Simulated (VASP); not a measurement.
# Ni2Pt (P-3m1) in VASP: single point with PBE

Aim: the single point of Ni2Pt with PBE.

All numbers are computed with VASP 6.6.1; they aren't measurements. Logs are shortened: lines on timing, memory, paths and dates and some standing lists are left out, and cuts for length are marked.

## Step 1: The cell of the first run

Symmetry: P-3m1, No. 164, trigonal system. The conventional cell has a = 2.747 Å, b = 2.747 Å, c = 6.486 Å, α = 90.00°, β = 90.00°, γ = 120.00°. Within 3.3 Å of Ni (site symmetry 3m) lie 9 Ni at 2.54 to 2.75 Å and 3 Pt at 2.75 Å. Within 3.6 Å of Pt (site symmetry -3m) lie 6 Pt at 2.75 Å and 6 Ni at 2.75 Å.

## Step 2: Single point, PBE, collinear spin, ferromagnetic start (14.13 Å³/atom)

Input file INCAR:

```
ALGO     = Normal         # electronic algorithm
EDIFF    = 1E-6           # SCF threshold, eV
ENCUT    = 520            # plane-wave cutoff, eV
GGA      = PE             # functional
ISIF     = 2              # what is computed and relaxed
ISMEAR   = 0              # smearing method
ISPIN    = 2              # spin polarisation
LASPH    = True           # aspherical terms in the spheres
LCHARG   = True           # write CHGCAR
LELF     = True           # ELF
LMAXMIX  = 4              # l up to which the mixer works
LORBIT   = 11             # projections on sites
LREAL    = False          # projectors in reciprocal space
LVHAR    = True         
LWAVE    = False          # write WAVECAR
MAGMOM   = 0.87 0.87 0.23 # initial moments
NBANDS   = 26             # bands
NELM     = 150            # most SCF steps
PREC     = Accurate       # precision mode
SIGMA    = 0.1            # smearing width, eV
```

Input file KPOINTS:

```
k-points
0
Gamma
  18 18 8
```

Input file POSCAR:

```
Ni2Pt
1.0
    2.7467215348      0.0000000000      0.0000000000
   -1.3733607674      2.3787306263      0.0000000000
    0.0000000000      0.0000000000      6.4856592399
Ni Pt
2 1
Direct
    0.6666666667      0.3333333333      0.8472458222
    0.3333333333      0.6666666667      0.1527541778
    0.0000000000      0.0000000000      0.5000000000
```

Potentials or basis: VASP PAW PBE potentials, release 64 (Ni, Pt).

Command:

```
$ cat potpaw_PBE.64/Ni/POTCAR potpaw_PBE.64/Pt/POTCAR > POTCAR
$ mpirun -np 1 vasp_std > vasp.out
```

OUTCAR:

```text
EDIFF = 1E-6
   ENCUT = 520
   GGA = PE
   ISIF = 2
   ISMEAR = 0
   ISPIN = 2
   LASPH = True
   LORBIT = 11
   LREAL = False
   NELM = 150
   PREC = Accurate

 ion  position               nearest neighbor table
   1  0.667  0.333  0.847-   2 2.54   2 2.54   2 2.54   3 2.75   3 2.75   3 2.75
   2  0.333  0.667  0.153-   1 2.54   1 2.54   1 2.54   3 2.75   3 2.75   3 2.75
   3  0.000  0.000  0.500-   1 2.75   2 2.75   1 2.75   2 2.75   1 2.75   2 2.75

  LATTYP: Found a hexagonal cell.
 ALAT       =     2.7467215348
 C/A-ratio  =     2.3612365352

  Lattice vectors:

 A1 = (   2.7467215348,   0.0000000000,   0.0000000000)
 A2 = (  -1.3733607674,   2.3787306263,   0.0000000000)
 A3 = (   0.0000000000,   0.0000000000,   6.4856592399)

Analysis of symmetry for initial positions (statically):
=====================================================================
 Subroutine PRICEL returns:
 Original cell was already a primitive cell.

 Routine SETGRP: Setting up the symmetry group for a
 hexagonal supercell.

 Subroutine GETGRP returns: Found 12 space group operations
 (whereof 12 operations were pure point group operations)
 out of a pool of 24 trial point group operations.

The static configuration has the point symmetry D_3d.

Analysis of symmetry for dynamics (positions and initial velocities):
=====================================================================
 Subroutine PRICEL returns:
 Original cell was already a primitive cell.

 Routine SETGRP: Setting up the symmetry group for a
 hexagonal supercell.

 Subroutine GETGRP returns: Found 12 space group operations
 (whereof 12 operations were pure point group operations)
 out of a pool of 24 trial point group operations.

The dynamic configuration has the point symmetry D_3d.

Analysis of structural, dynamic, and magnetic symmetry:
=====================================================================
 Subroutine PRICEL returns:
 Original cell was already a primitive cell.

 Routine SETGRP: Setting up the symmetry group for a
 hexagonal supercell.

 Subroutine GETGRP returns: Found 12 space group operations
 (whereof 12 operations were pure point group operations)
 out of a pool of 24 trial point group operations.

The overall configuration has the point symmetry D_3d.

 Subroutine INISYM returns: Found 12 space group operations
 (whereof 12 operations are pure point group operations),
 and found     1 'primitive' translations

----------------------------------------------------------------------------------------

                                     Primitive cell

  volume of cell :      42.3754

  direct lattice vectors                    reciprocal lattice vectors
     2.746721535  0.000000000  0.000000000     0.364070397  0.210196142  0.000000000
    -1.373360767  2.378730626  0.000000000     0.000000000  0.420392284  0.000000000
     0.000000000  0.000000000  6.485659240     0.000000000  0.000000000  0.154186331

  length of vectors
     2.746721535  2.746721535  6.485659240     0.420392284  0.420392284  0.154186331

  position of ions in fractional coordinates (direct lattice)
     0.666666667  0.333333333  0.847245822
     0.333333333  0.666666667  0.152754178
     0.000000000  0.000000000  0.500000000

  ion indices of the primitive-cell ions
   primitive index   ion index
                 1           1
                 2           2
                 3           3

----------------------------------------------------------------------------------------

 KPOINTS: k-points

Automatic generation of k-mesh.
 Grid dimensions read from file:
 generate k-points for:   18   18    8

 Generating k-lattice:

  Cartesian coordinates                     Fractional coordinates (reciprocal lattice)
     0.020226133  0.011677563  0.000000000     0.055555556  0.000000000  0.000000000
     0.000000000  0.023355127  0.000000000     0.000000000  0.055555556  0.000000000
     0.000000000  0.000000000  0.019273291     0.000000000  0.000000000  0.125000000

  Length of vectors
     0.023355127  0.023355127  0.019273291

  Shift w.r.t. Gamma in fractional coordinates (k-lattice)
     0.000000000  0.000000000  0.000000000

 Subroutine IBZKPT returns following result:
 ===========================================

 Found    266 irreducible k-points:

 Following reciprocal coordinates:
            Coordinates               Weight
  0.000000  0.000000  0.000000      1.000000
  0.055556 -0.000000  0.000000      6.000000
  0.111111 -0.000000  0.000000      6.000000
  0.166667  0.000000  0.000000      6.000000
  0.222222  0.000000  0.000000      6.000000
  0.277778  0.000000  0.000000      6.000000
[... 16 lines left out ...]
  0.333333  0.111111  0.000000     12.000000
  0.388889  0.111111  0.000000     12.000000
 [... further k-points ...]
   k-points           NKPTS =    266   k-points in BZ     NKDIM =    266   number of bands    NBANDS=     26
   number of dos      NEDOS =    301   number of ions     NIONS =      3
   total plane-waves  NPLWV =  19200
   dimension x,y,z NGX =    20 NGY =   20 NGZ =   48
   dimension x,y,z NGXF=    40 NGYF=   40 NGZF=   96
   ions per type =               2   1
   NGX,Y,Z   is equivalent  to a cutoff of  12.11, 12.11, 12.30 a.u.
   NGXF,Y,Z  is equivalent  to a cutoff of  24.21, 24.21, 24.61 a.u.
 SYSTEM =  unknown system
   PREC   = accura    normal or accurate (medium, high low for compatibility)
   ISTART =      0    job   : 0-new  1-cont  2-samecut
   ICHARG =      2    charge: 1-file 2-atom 10-const
   ISPIN  =      2    spin polarized calculation?
   LNONCOLLINEAR =      F non collinear calculations
   LSORBIT =      F    spin-orbit coupling
   LASPH  =      T    aspherical Exc in radial PAW
   ENCUT  =  520.0 eV  38.22 Ry    6.18 a.u.   5.11  5.11 12.06*2*pi/ulx,y,z
   NELM   =    150;   NELMIN=  2; NELMDL= -5     # of ELM steps
   EDIFF  = 0.1E-05   stopping-criterion for ELM
   LREAL  =      F    real-space projection
   EDIFFG = 0.1E-04   stopping-criterion for IOM
   NSW    =      0    number of steps for IOM
   IBRION =     -1    ionic relax: 0-MD 1-quasi-New 2-CG
   NFREE  =      0    steps in history (QN), initial steepest desc. (CG)
   ISIF   =      2    stress and relaxation
   ISYM   =      2    0-nonsym 1-usesym 2-fastsym
   POTIM  = 0.5000    time-step for ionic-motion
   TEBEG  =    0.0;   TEEND  =   0.0 temperature during run
   PSTRESS=    0.0 pullay stress
   NELECT =      30.0000    total number of electrons
   NUPDOWN=      -1.0000    fix difference up-down
   EMIN   =  10.00;   EMAX   =-10.00  energy-range for DOS
   EFERMI =   0.00;   METHOD = LEGACY
   ISMEAR =     0;   SIGMA  =   0.10  broadening in eV -4-tet -1-fermi 0-gaus
   EFERMI_NEDOS =   21; number of points for ismear=-14 and -15
   IALGO  =     38    algorithm
   IMIX   =      4    mixing-type and parameters
     AMIX     =   0.40;   BMIX     =  1.00
     AMIX_MAG =   1.60;   BMIX_MAG =  1.00
  volume/ion in A,a.u.               =      14.13        95.32
  Fermi-wavevector in a.u.,A,eV,Ry     =   1.459074  2.757250 28.965391  2.128896
  Thomas-Fermi vector in A             =   2.575684
   LORBIT       =     11    0 simple, 1 ext, 2 COOP (PROOUT), +10 PAW based schemes
   GGA     = PE    functional components
   LHFCALC =     F    Hartree Fock is set to
   AEXX    =    0.0000 exact exchange contribution
   IVDW    =     0    specifies the selected vdW correction
   LEPSILON=     F    determine dielectric tensor
   LRPA    =     F    only Hartree local field effects (RPA)
 spin polarized calculation
 Gauss-broadening in eV      SIGMA  =   0.10
  energy-cutoff  :      520.00
  volume of cell :       42.38
 maximum number of plane-waves:      1155
   NGX = 11   NGY = 11   NGZ = 25

 number of electron      29.9999999 magnetization       1.7659796

 Free energy of the ion-electron system (eV)
  ---------------------------------------------------
  ext. energy  EPLUGINS =         0.00000000
  ---------------------------------------------------
  free energy    TOTEN  =       -16.85329974 eV

  energy without entropy =      -16.82470552  energy(sigma->0) =      -16.83900263

 E-fermi :   8.1843     XC(G=0): -12.5177

 val. band max:        8.1829281191   @ k =   0.2778   0.0000   0.2500
 cond. band min:       8.1843871923   @ k =   0.4444   0.0000   0.0000
 fundamental gap:      0.0014590731
 Fermi energy:         8.1842767175

 spin component 1

 k-point     1 :       0.0000    0.0000    0.0000
  band No.  band energies     occupation
      1      -0.5824      1.00000
      2       1.8596      1.00000
      3       3.7389      1.00000
      4       4.7780      1.00000
      5       4.7780      1.00000
      6       5.3936      1.00000
[... 18 lines left out ...]
     25      28.3783      0.00000
     26      28.4464      0.00000
[... 644 lines left out ...]
      4       4.6838      1.00000
      5       5.2799      1.00000
      6       5.4696      1.00000
[... 18 lines left out ...]
     25      22.8127      0.00000
     26      23.2399      0.00000

 [... further k-points ...]

 spin component 2

 k-point     1 :       0.0000    0.0000    0.0000
  band No.  band energies     occupation
      1      -0.5736      1.00000
      2       1.9136      1.00000
      3       3.8928      1.00000
      4       4.9383      1.00000
      5       4.9383      1.00000
      6       5.5184      1.00000
[... 18 lines left out ...]
     25      28.4535      0.00000
     26      28.5896      0.00000
[... 644 lines left out ...]
      4       5.1810      1.00000
      5       5.6956      1.00000
      6       5.7837      1.00000
[... 18 lines left out ...]
     25      22.8914      0.00000
     26      23.3166      0.00000

 [... further k-points ...]

------------------------ aborting loop because EDIFF is reached ----------------------------------------

  FORCE on cell =-STRESS in cart. coord.  units (eV):
  Direction    XX          YY          ZZ          XY          YZ          ZX
  --------------------------------------------------------------------------------------
  -------------------------------------------------------------------------------------
  Total       -4.1524813     -4.1524813     -4.1126408      0.0000000      0.0000000      0.0000000
  in kB     -157.0016598   -157.0016598   -155.4953242      0.0000000      0.0000000      0.0000000
  external PRESSURE =    -156.4995479 kB  Pullay stress =       0.0000000 kB

 VOLUME and BASIS-vectors are now :
 -----------------------------------------------------------------------------
  energy-cutoff  :      520.00
  volume of cell :       42.38
      direct lattice vectors                 reciprocal lattice vectors
     2.746721535  0.000000000  0.000000000     0.364070397  0.210196142  0.000000000
    -1.373360767  2.378730626  0.000000000     0.000000000  0.420392284  0.000000000
     0.000000000  0.000000000  6.485659240     0.000000000  0.000000000  0.154186331

 POSITION                                       TOTAL-FORCE (eV/Angst)
 -----------------------------------------------------------------------------------
      1.37336      0.79291      5.49495        -0.000000      0.000000     -0.020034
     -0.00000      1.58582      0.99071         0.000000     -0.000000      0.020034
      0.00000      0.00000      3.24283        -0.000000      0.000000      0.000000
 -----------------------------------------------------------------------------------
    total drift:                               -0.000000      0.000000      0.000000

  FREE ENERGIE OF THE ION-ELECTRON SYSTEM (eV)
  ---------------------------------------------------
  free  energy   TOTEN  =       -16.8532997417 eV

  energy  without entropy=      -16.8247055152  energy(sigma->0) =      -16.83900263

 total charge

# of ion       s       p       d       tot
------------------------------------------
    1        0.413   0.354   8.259   9.026
    2        0.413   0.354   8.259   9.026
    3        0.662   0.564   7.995   9.221
--------------------------------------------------
tot          1.488   1.272  24.513  27.273

 magnetization (x)

# of ion       s       p       d       tot
------------------------------------------
    1       -0.005  -0.017   0.824   0.802
    2       -0.005  -0.017   0.824   0.802
    3       -0.001  -0.014   0.231   0.216
--------------------------------------------------
tot         -0.012  -0.047   1.878   1.819
```

Wall time 12 min (1 thread of Oxide Virtual Turin-like, shared host); peak memory 0.47 GiB.

Results:

| Property | Result |
| --- | --- |
| Free energy | -16.8533 eV |
| Pressure | -15.6 GPa |
| Largest force | 0.020 eV/Å |
| Net moment | 1.77 μB per cell |
| Site moments | Ni +0.80; Pt +0.22 μB |
| Valence electrons inside the program's atomic spheres | Ni 9.03; Pt 9.22 |

Forces in eV/Å, atoms in the order of the input:
```
Ni   0.000  0.000 -0.020
Ni   0.000  0.000  0.020
Pt   0.000  0.000  0.000
```

Stress tensor (GPa, compression positive):
```
-15.70   0.00   0.00
  0.00 -15.70   0.00
  0.00   0.00 -15.55
```

Caveat: the cell stands under tension; spin-orbit coupling is left out, which moves the levels of the heavy elements.
